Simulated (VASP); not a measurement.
Write the native input for VASP 6.6.1 that does the following.

```yaml
Task: single point
Functional: r2SCAN
Potentials_or_basis: VASP PAW PBE potentials, release 64 (Nb_sv)
Cutoff: 520 eV
k_mesh: 18 × 18 × 18
Occupations: fermi-dirac, width 0.1 eV
Spin: no spin polarisation
Dipole_correction: no
Further_INCAR_settings: ALGO = Normal; EDIFF = 1e-06; NBANDS = 12
```

Nb:

```
Nb
1.0
    -1.65249    1.65249    1.65249
     1.65249   -1.65249    1.65249
     1.65249    1.65249   -1.65249
Nb
1
Direct
  0.00000 0.00000 0.00000
```

The input as run:

POSCAR

```
Nb
1.0
   -1.6524918057      1.6524918057      1.6524918057
    1.6524918057     -1.6524918057      1.6524918057
    1.6524918057      1.6524918057     -1.6524918057
Nb
1
Direct
    0.0000000000      0.0000000000      0.0000000000
```

INCAR.step1

```
SYSTEM = Nb
PREC = Accurate
ENCUT = 520
ISMEAR = -1
SIGMA = 0.1
LREAL = .False.
LASPH = .True.
NELM = 80
NBANDS = 12
GGA = PE
ALGO = Normal
EDIFF = 1E-4
LWAVE = .True.
LCHARG = .False.
```

INCAR.step2

```
SYSTEM = Nb
PREC = Accurate
ENCUT = 520
EDIFF = 1E-6
ISMEAR = -1
SIGMA = 0.1
LREAL = .False.
LASPH = .True.
NELM = 80
ALGO = Normal
ISIF = 2
LWAVE = .False.
LCHARG = .False.
METAGGA = R2SCAN
LMIXTAU = .True.
NBANDS = 12
ISTART = 1
```

KPOINTS

```
regular mesh
0
Gamma
  18 18 18
  0 0 0
```

Potentials or basis: VASP PAW PBE potentials, release 64 (Nb_sv).

The run is started by

```console
$ cat potpaw_PBE.64/Nb_sv/POTCAR > POTCAR
$ cp INCAR.step1 INCAR
$ mpirun -np 1 vasp_std > vasp.out
$ cp INCAR.step2 INCAR
$ mpirun -np 1 vasp_std > vasp.out
```

It gave:

* Pressure: -0.2 GPa
* Band gap on the k mesh: zero (an odd number of electrons rules out a gap without spin polarisation)

Caveat: the PAW data sets were made with another functional, which shifts forces and pressure a little.

Wall time 2.4 min on 1 thread of Intel Xeon 8259CL, with other jobs on the host, peak memory 0.18 GiB.
